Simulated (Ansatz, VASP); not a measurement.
TlCl: VASP beside Ansatz

```
Tl Cl
1.0
     3.93363    0.00000    0.00000
     0.00000    3.93363    0.00000
     0.00000    0.00000    3.93363
Tl Cl
1 1
Direct
  0.00000 0.00000 0.00000
  0.50000 0.50000 0.50000
```

Alike in both runs: task single point; functional PBE; k mesh 5 × 5 × 5; no spin polarisation.

|  | VASP | Ansatz |
| --- | --- | --- |
| version | VASP 6.6.1 | Ansatz 0.2.0 |
| potentials or method | VASP PAW PBE potentials, release 64 (Tl_d, Cl), cutoff 500 eV | plane waves, PAW |
| occupations | gaussian, width 0.01 eV | fixed |
| valence electrons in the cell | 20 | 20 |

|  | VASP | Ansatz | Ansatz less VASP |
| --- | --- | --- | --- |
| gap on the k mesh at the Fermi level (eV) | 2.95 | 2.95 | -0.004 |

Neither program's run includes spin-orbit coupling.
